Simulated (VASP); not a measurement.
Here is a VASP 6.6.1 calculation.

Contents of INCAR:

```
PREC = Accurate
ENCUT = 520
EDIFF = 1E-6
ISMEAR = 0
SIGMA = 0.1
LREAL = F
LASPH = T
NELM = 100
ALGO = Normal
ISIF = 2
LWAVE = F
LCHARG = F
NBANDS = 10
```

File KPOINTS:

```
Automatic mesh
0
Gamma
  14 14 7
```

Contents of POSCAR:

```
Al
1.0
    2.8124553500      0.0000000000      0.0000000000
   -1.4062276800      2.4356577800      0.0000000000
    0.0000000000      0.0000000000      4.8668500000
Al
2
Direct
    0.6666666712      0.3333333306      0.7500000000
    0.3333333323      0.6666666694      0.2500000000
```

Potentials or basis: VASP PAW LDA potentials, release 64 (Al).

Launch:

```console
$ cat potpaw_LDA.64/Al/POTCAR > POTCAR
$ mpirun -np 1 vasp_std > vasp.out
```

Question: Estimate the band gap on the k mesh.

Answer: Zero (band 3 reaches 10.17 eV, above the bottom of band 4 at 4.85 eV).

Question: What does it give for the pressure?

Answer: -3.0 GPa.

Stress tensor (GPa, compression positive):
```
-2.45  0.00  0.00
 0.00 -2.45  0.00
 0.00  0.00 -4.13
```
